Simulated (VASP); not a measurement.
# MgO (P3m1) in VASP: further runs

MgO is run at these levels: PBEsol; tasks: single point.

All numbers are computed with VASP 6.6.1; they aren't measurements. Logs are shortened: lines on timing, memory, paths and dates and some standing lists are left out, and cuts for length are marked.

**1. The cell of the first run**

The structure is trigonal, space group P3m1 (No. 156). The conventional cell has a = 3.255 Å, b = 3.255 Å, c = 10.415 Å, α = 90.00°, β = 90.00°, γ = 120.00°. Within 2.6 Å of Mg (site symmetry 3m) lie 4 O at 1.98 Å. Within 2.6 Å of Mg (site symmetry 3m) lie 4 O at 1.98 to 1.99 Å. Within 2.6 Å of Mg (site symmetry 3m) lie 4 O at 1.98 to 2.25 Å. Mg (site symmetry 3m) has 4 O at 1.91 to 1.98 Å within 2.5 Å. O (site symmetry 3m) has 4 Mg at 1.98 Å within 2.6 Å. Within 2.5 Å of O (site symmetry 3m) lie 4 Mg at 1.91 to 2.25 Å. Within 2.6 Å of O (site symmetry 3m) lie 4 Mg at 1.98 to 1.99 Å. Within 2.6 Å of O (site symmetry 3m) lie 4 Mg at 1.98 Å.

**2. Single point, PBEsol (atom 6 (O) moved by +0.000 Å along [1 0 0] and -0.260 Å along [0 0 1])**

INCAR

```
SYSTEM = MgO
  PREC = Accurate
  ENCUT = 520
  EDIFF = 1E-6
  ISMEAR = 0
  SIGMA = 0.05
  LREAL = .FALSE.
  LASPH = .TRUE.
  NELM = 80
  ALGO = Normal
  ISIF = 2
  LWAVE = .FALSE.
  LCHARG = .FALSE.
  GGA = PS
  NBANDS = 26
```

KPOINTS

```
Automatic mesh
0
G
  9 9 4
  0 0 0
```

POSCAR

```
MgO
1.0
    3.2553371795      0.0000000000      0.0000000000
   -1.6276685897      2.8192046953      0.0000000000
    0.0000000000      0.0000000000     10.4149514991
Mg O
4 4
Direct
    0.3333333333      0.6666666667      0.9695963559
    0.0000000000      0.0000000000      0.2209473890
    0.0000000000      0.0000000000      0.7209473890
    0.6666666667      0.3333333333      0.4695963559
    0.3333333333      0.6666666667      0.7799156657
    0.0000000000      0.0000000000      0.5045746589
    0.0000000000      0.0000000000      0.0295387694
    0.6666666667      0.3333333333      0.2799156657
```

Potentials or basis: VASP PAW PBE potentials, release 64 (Mg, O).

Started as:

```sh
cat potpaw_PBE.64/Mg/POTCAR potpaw_PBE.64/O/POTCAR > POTCAR
mpirun -np 1 vasp_std > vasp.out
```

OUTCAR:

```text
SYSTEM = MgO
   PREC = Accurate
   ENCUT = 520
   EDIFF = 1E-6
   ISMEAR = 0
   LREAL = .FALSE.
   LASPH = .TRUE.
   NELM = 80
   ISIF = 2
   GGA = PS

 ion  position               nearest neighbor table
   1  0.333  0.667  0.970-   5 1.98   7 1.98   7 1.98   7 1.98   3 3.20   3 3.20   3 3.20   2 3.22
                             2 3.22   2 3.22
   2  0.000  0.000  0.221-   8 1.98   8 1.98   8 1.98   7 1.99   4 3.20   4 3.20   4 3.20   1 3.22
                             1 3.22   1 3.22
   3  0.000  0.000  0.721-   5 1.98   5 1.98   5 1.98   6 2.25   1 3.20   1 3.20   1 3.20   4 3.22
                             4 3.22   4 3.22
   4  0.667  0.333  0.470-   6 1.91   6 1.91   6 1.91   8 1.98   2 3.20   2 3.20   2 3.20   3 3.22
                             3 3.22   3 3.22
   5  0.333  0.667  0.780-   1 1.98   3 1.98   3 1.98   3 1.98
   6  0.000  0.000  0.505-   4 1.91   4 1.91   4 1.91   3 2.25
   7  0.000  0.000  0.030-   1 1.98   1 1.98   1 1.98   2 1.99
   8  0.667  0.333  0.280-   4 1.98   2 1.98   2 1.98   2 1.98

  LATTYP: Found a hexagonal cell.
 ALAT       =     3.2553371795
 C/A-ratio  =     3.1993464655

  Lattice vectors:

 A1 = (   3.2553371795,   0.0000000000,   0.0000000000)
 A2 = (  -1.6276685897,   2.8192046953,   0.0000000000)
 A3 = (   0.0000000000,   0.0000000000,  10.4149514991)

Analysis of symmetry for initial positions (statically):
=====================================================================
 Subroutine PRICEL returns:
 Original cell was already a primitive cell.

 Routine SETGRP: Setting up the symmetry group for a
 hexagonal supercell.

 Subroutine GETGRP returns: Found  6 space group operations
 (whereof  6 operations were pure point group operations)
 out of a pool of 24 trial point group operations.

The static configuration has the point symmetry C_3v.

Analysis of symmetry for dynamics (positions and initial velocities):
=====================================================================
 Subroutine PRICEL returns:
 Original cell was already a primitive cell.

 Routine SETGRP: Setting up the symmetry group for a
 hexagonal supercell.

 Subroutine GETGRP returns: Found  6 space group operations
 (whereof  6 operations were pure point group operations)
 out of a pool of 24 trial point group operations.

The dynamic configuration has the point symmetry C_3v.

 Subroutine INISYM returns: Found  6 space group operations
 (whereof  6 operations are pure point group operations),
 and found     1 'primitive' translations

[... 113 lines left out ...]
   ISYM   =      2    0-nonsym 1-usesym 2-fastsym
   POTIM  = 0.5000    time-step for ionic-motion
   TEBEG  =    0.0;   TEEND  =   0.0 temperature during run
   PSTRESS=    0.0 pullay stress
   NELECT =      32.0000    total number of electrons
   NUPDOWN=      -1.0000    fix difference up-down
   EMIN   =  10.00;   EMAX   =-10.00  energy-range for DOS
   EFERMI =   0.00;   METHOD = LEGACY
   ISMEAR =     0;   SIGMA  =   0.05  broadening in eV -4-tet -1-fermi 0-gaus
   EFERMI_NEDOS =   21; number of points for ismear=-14 and -15
   IALGO  =     38    algorithm
   IMIX   =      4    mixing-type and parameters
     AMIX     =   0.40;   BMIX     =  1.00
     AMIX_MAG =   1.60;   BMIX_MAG =  1.00
  volume/ion in A,a.u.               =      11.95        80.63
  Fermi-wavevector in a.u.,A,eV,Ry     =   1.136750  2.148146 17.581449  1.292200
  Thomas-Fermi vector in A             =   2.273455
   LORBIT       =      0    0 simple, 1 ext, 2 COOP (PROOUT), +10 PAW based schemes
   GGA     = PS    functional components
   LHFCALC =     F    Hartree Fock is set to
   AEXX    =    0.0000 exact exchange contribution
   IVDW    =     0    specifies the selected vdW correction
   LEPSILON=     F    determine dielectric tensor
   LRPA    =     F    only Hartree local field effects (RPA)
 non-spin polarized calculation
 Gauss-broadening in eV      SIGMA  =   0.05
  energy-cutoff  :      520.00
  volume of cell :       95.58
 maximum number of plane-waves:      2616
   NGX = 13   NGY = 13   NGZ = 39

 number of electron      32.0000022 magnetization

 Free energy of the ion-electron system (eV)
  ---------------------------------------------------
  ext. energy  EPLUGINS =         0.00000000
  ---------------------------------------------------
  free energy    TOTEN  =       -48.56309634 eV

  energy without entropy =      -48.56309634  energy(sigma->0) =      -48.56309634

 E-fermi :   1.4974     XC(G=0):  -9.9304

 val. band max:        1.2779533942   @ k =   0.0000   0.0000   0.0000
 cond. band min:       3.9279009968   @ k =   0.0000   0.0000   0.0000
 fundamental gap:      2.6499476027
 Fermi energy:         1.4973831344

 k-point     1 :       0.0000    0.0000    0.0000
  band No.  band energies     occupation
      1     -15.6155      2.00000
      2     -14.9141      2.00000
      3     -14.7997      2.00000
      4     -13.9341      2.00000
      5      -2.6116      2.00000
      6      -1.1831      2.00000
[... 685 lines left out ...]
     25      13.4269      0.00000
     26      13.8943      0.00000

 [... further k-points ...]

------------------------ aborting loop because EDIFF is reached ----------------------------------------

  FORCE on cell =-STRESS in cart. coord.  units (eV):
  Direction    XX          YY          ZZ          XY          YZ          ZX
  --------------------------------------------------------------------------------------
  -------------------------------------------------------------------------------------
  Total        1.2814381      1.2814381     -1.3144894      0.0000000      0.0000000      0.0000000
  in kB       21.4797083     21.4797083    -22.0337202      0.0000000      0.0000000      0.0000000
  external PRESSURE =       6.9752322 kB  Pullay stress =       0.0000000 kB

 VOLUME and BASIS-vectors are now :
 -----------------------------------------------------------------------------
  energy-cutoff  :      520.00
  volume of cell :       95.58
      direct lattice vectors                 reciprocal lattice vectors
     3.255337180  0.000000000  0.000000000     0.307187841  0.177354983  0.000000000
    -1.627668590  2.819204695  0.000000000     0.000000000  0.354709965  0.000000000
     0.000000000  0.000000000 10.414951499     0.000000000  0.000000000  0.096015810

 POSITION                                       TOTAL-FORCE (eV/Angst)
 -----------------------------------------------------------------------------------
     -0.00000      1.87947     10.09830         0.000000     -0.000000      0.532941
      0.00000      0.00000      2.30116         0.000000     -0.000000      0.565372
      0.00000      0.00000      7.50863         0.000000     -0.000000     -0.546121
      1.62767      0.93973      4.89082        -0.000000      0.000000     -1.474519
     -0.00000      1.87947      8.12278         0.000000     -0.000000     -0.524954
      0.00000      0.00000      5.25512         0.000000     -0.000000      2.568217
      0.00000      0.00000      0.30764         0.000000     -0.000000     -0.541785
      1.62767      0.93973      2.91531         0.000000     -0.000000     -0.579152
 -----------------------------------------------------------------------------------
    total drift:                               -0.000001     -0.000000     -0.001782

  FREE ENERGIE OF THE ION-ELECTRON SYSTEM (eV)
  ---------------------------------------------------
  free  energy   TOTEN  =       -48.5630963423 eV

  energy  without entropy=      -48.5630963423  energy(sigma->0) =      -48.56309634
```

stdout:

```text
POSCAR found type information on POSCAR MgO
 POSCAR found :  2 types and       8 ions
 scaLAPACK will be used
 -----------------------------------------------------------------------------
|                                                                             |
|                                                                             |
|     You enforced a specific xc type in the INCAR file but a different       |
|     I HOPE YOU KNOW WHAT YOU ARE DOING!                                     |
|                                                                             |
 -----------------------------------------------------------------------------

 LDA part: xc-table for (Slater+PW92), standard interpolation
 POSCAR, INCAR and KPOINTS ok, starting setup
 FFT: planning ... GRIDC
 FFT: planning ... GRID_SOFT
 FFT: planning ... GRID
 WAVECAR not read
 entering main loop
```

Run time: 2.8 min. Hardware: 1 thread of Intel Xeon 8259CL, shared host; peak memory 0.24 GiB.

Results:

- Free energy: -48.5631 eV
- Pressure: 0.7 GPa
- Largest force: 2.568 eV/Å
- Band gap on the k mesh: 2.65 eV

Forces on the atoms (eV/Å):
```
Mg   0.000  0.000  0.533
Mg   0.000  0.000  0.565
Mg   0.000  0.000 -0.546
Mg   0.000  0.000 -1.475
O    0.000  0.000 -0.525
O    0.000  0.000  2.568
O    0.000  0.000 -0.542
O    0.000  0.000 -0.579
```

Stress tensor (GPa, compression positive):
```
 2.15  0.00  0.00
 0.00  2.15  0.00
 0.00  0.00 -2.20
```

Caveat: the cell differs from its parent crystal (atom 6 (O) moved by +0.000 Å along [1 0 0] and -0.260 Å along [0 0 1]); the PAW data sets were made with another functional, which shifts forces and pressure a little.

**3. Single point, PBEsol (atom 6 (O) moved by +0.000 Å along [1 0 0] and -0.520 Å along [0 0 1])**

INCAR

```
SYSTEM = MgO
ALGO = Normal ; EDIFF = 1E-7
ENCUT = 520 ; GGA = PS
ISIF = 2 ; ISMEAR = 0
LASPH = .TRUE. ; LCHARG = .TRUE.
LELF = .TRUE. ; LREAL = .FALSE.
LVHAR = .TRUE. ; LWAVE = .FALSE.
NBANDS = 26 ; NELM = 100
PREC = Accurate ; SIGMA = 0.05
```

KPOINTS

```
k-points
0
G
  9 9 4
  0 0 0
```

POSCAR, as its differences from that of step 2:

```diff
@@ -13,3 +13,3 @@
     0.3333333333      0.6666666667      0.7799156657
-    0.0000000000      0.0000000000      0.5045746589
+    0.0000000000      0.0000000000      0.4796105484
     0.0000000000      0.0000000000      0.0295387694
```

Potentials or basis: VASP PAW PBE potentials, release 64 (Mg, O).

Started as:

```sh
cat potpaw_PBE.64/Mg/POTCAR potpaw_PBE.64/O/POTCAR > POTCAR
mpirun -np 1 vasp_std > vasp.out
```

OUTCAR:

```text
SYSTEM = MgO
   EDIFF = 1E-7
   ENCUT = 520
   GGA = PS
   ISIF = 2
   ISMEAR = 0
   LASPH = .TRUE.
   LREAL = .FALSE.
   NELM = 100
   PREC = Accurate

 ion  position               nearest neighbor table
   1  0.333  0.667  0.970-   5 1.98   7 1.98   7 1.98   7 1.98   3 3.20   3 3.20   3 3.20   2 3.22
                             2 3.22   2 3.22
   2  0.000  0.000  0.221-   8 1.98   8 1.98   8 1.98   7 1.99   6 2.69   4 3.20   4 3.20   4 3.20
                             1 3.22   1 3.22   1 3.22
   3  0.000  0.000  0.721-   5 1.98   5 1.98   5 1.98   6 2.51   1 3.20   1 3.20   1 3.20   4 3.22
                             4 3.22   4 3.22
   4  0.667  0.333  0.470-   6 1.88   6 1.88   6 1.88   8 1.98   2 3.20   2 3.20   2 3.20   3 3.22
                             3 3.22   3 3.22
   5  0.333  0.667  0.780-   1 1.98   3 1.98   3 1.98   3 1.98
   6  0.000  0.000  0.480-   4 1.88   4 1.88   4 1.88   3 2.51   2 2.69
   7  0.000  0.000  0.030-   1 1.98   1 1.98   1 1.98   2 1.99
   8  0.667  0.333  0.280-   4 1.98   2 1.98   2 1.98   2 1.98

  LATTYP: Found a hexagonal cell.
 ALAT       =     3.2553371795
 C/A-ratio  =     3.1993464655

  Lattice vectors:

 A1 = (   3.2553371795,   0.0000000000,   0.0000000000)
 A2 = (  -1.6276685897,   2.8192046953,   0.0000000000)
 A3 = (   0.0000000000,   0.0000000000,  10.4149514991)

Analysis of symmetry for initial positions (statically):
=====================================================================
 Subroutine PRICEL returns:
 Original cell was already a primitive cell.

 Routine SETGRP: Setting up the symmetry group for a
 hexagonal supercell.

 Subroutine GETGRP returns: Found  6 space group operations
 (whereof  6 operations were pure point group operations)
 out of a pool of 24 trial point group operations.

The static configuration has the point symmetry C_3v.

Analysis of symmetry for dynamics (positions and initial velocities):
=====================================================================
 Subroutine PRICEL returns:
 Original cell was already a primitive cell.
[... 145 lines left out ...]
   GGA     = PS    functional components
   LHFCALC =     F    Hartree Fock is set to
   AEXX    =    0.0000 exact exchange contribution
   IVDW    =     0    specifies the selected vdW correction
   LEPSILON=     F    determine dielectric tensor
   LRPA    =     F    only Hartree local field effects (RPA)
 non-spin polarized calculation
 Gauss-broadening in eV      SIGMA  =   0.05
  energy-cutoff  :      520.00
  volume of cell :       95.58
 maximum number of plane-waves:      2616
   NGX = 13   NGY = 13   NGZ = 39

 number of electron      32.0000022 magnetization

 Free energy of the ion-electron system (eV)
  ---------------------------------------------------
  ext. energy  EPLUGINS =         0.00000000
  ---------------------------------------------------
  free energy    TOTEN  =       -47.72640461 eV

  energy without entropy =      -47.72640461  energy(sigma->0) =      -47.72640461

 E-fermi :   2.1990     XC(G=0):  -9.9423

 val. band max:        1.9574537603   @ k =   0.0000   0.0000   0.0000
 cond. band min:       3.3912320517   @ k =   0.0000   0.0000   0.0000
 fundamental gap:      1.4337782914
 Fermi energy:         2.1990119044

 k-point     1 :       0.0000    0.0000    0.0000
  band No.  band energies     occupation
      1     -16.1197      2.00000
      2     -14.9079      2.00000
      3     -14.7373      2.00000
      4     -13.2608      2.00000
      5      -2.9725      2.00000
      6      -1.1717      2.00000
[... 685 lines left out ...]
     25      13.4108      0.00000
     26      13.7395      0.00000

 [... further k-points ...]

------------------------ aborting loop because EDIFF is reached ----------------------------------------

  FORCE on cell =-STRESS in cart. coord.  units (eV):
  Direction    XX          YY          ZZ          XY          YZ          ZX
  --------------------------------------------------------------------------------------
  -------------------------------------------------------------------------------------
  Total        2.7685866      2.7685866     -1.2928342      0.0000000      0.0000000      0.0000000
  in kB       46.4075724     46.4075724    -21.6707314      0.0000000      0.0000000      0.0000000
  external PRESSURE =      23.7148045 kB  Pullay stress =       0.0000000 kB

 VOLUME and BASIS-vectors are now :
 -----------------------------------------------------------------------------
  energy-cutoff  :      520.00
  volume of cell :       95.58
      direct lattice vectors                 reciprocal lattice vectors
     3.255337180  0.000000000  0.000000000     0.307187841  0.177354983  0.000000000
    -1.627668590  2.819204695  0.000000000     0.000000000  0.354709965  0.000000000
     0.000000000  0.000000000 10.414951499     0.000000000  0.000000000  0.096015810

 POSITION                                       TOTAL-FORCE (eV/Angst)
 -----------------------------------------------------------------------------------
     -0.00000      1.87947     10.09830        -0.000000     -0.000000      0.970924
      0.00000      0.00000      2.30116         0.000000     -0.000000      1.048430
      0.00000      0.00000      7.50863         0.000000      0.000000     -0.228145
      1.62767      0.93973      4.89082        -0.000000     -0.000000     -2.376772
     -0.00000      1.87947      8.12278         0.000000     -0.000000     -0.924829
      0.00000      0.00000      4.99512         0.000000      0.000000      3.700339
      0.00000      0.00000      0.30764        -0.000000     -0.000000     -0.985965
      1.62767      0.93973      2.91531         0.000000     -0.000000     -1.203982
 -----------------------------------------------------------------------------------
    total drift:                                0.000002     -0.000002     -0.001269

  FREE ENERGIE OF THE ION-ELECTRON SYSTEM (eV)
  ---------------------------------------------------
  free  energy   TOTEN  =       -47.7264046096 eV

  energy  without entropy=      -47.7264046096  energy(sigma->0) =      -47.72640461
```

stdout:

```text
POSCAR found type information on POSCAR MgO
 POSCAR found :  2 types and       8 ions
 scaLAPACK will be used
 -----------------------------------------------------------------------------
|                                                                             |
|                                                                             |
|     You enforced a specific xc type in the INCAR file but a different       |
|     I HOPE YOU KNOW WHAT YOU ARE DOING!                                     |
|                                                                             |
 -----------------------------------------------------------------------------

 LDA part: xc-table for (Slater+PW92), standard interpolation
 POSCAR, INCAR and KPOINTS ok, starting setup
 FFT: planning ... GRIDC
 FFT: planning ... GRID_SOFT
 FFT: planning ... GRID
 WAVECAR not read
 entering main loop
```

Run time: 2.9 min. Hardware: 1 thread of Intel Xeon 8259CL, shared host; peak memory 0.25 GiB.

Results:

```yaml
Free_energy: -47.7264 eV
Pressure: 2.4 GPa
Largest_force: 3.700 eV/Å
Band_gap_on_the_k_mesh: 1.43 eV
```

Forces on the atoms (eV/Å):
```
Mg   0.000  0.000  0.971
Mg   0.000  0.000  1.048
Mg   0.000  0.000 -0.228
Mg   0.000  0.000 -2.377
O    0.000  0.000 -0.925
O    0.000  0.000  3.700
O    0.000  0.000 -0.986
O    0.000  0.000 -1.204
```

Stress tensor (GPa, compression positive):
```
 4.64  0.00  0.00
 0.00  4.64  0.00
 0.00  0.00 -2.17
```

Caveat: the cell differs from its parent crystal (atom 6 (O) moved by +0.000 Å along [1 0 0] and -0.520 Å along [0 0 1]); the stress differs along the axes, from -2 to 5 GPa; the PAW data sets were made with another functional, which shifts forces and pressure a little. A k mesh can miss the band edges.

(Part 1 of 2 ends here.)
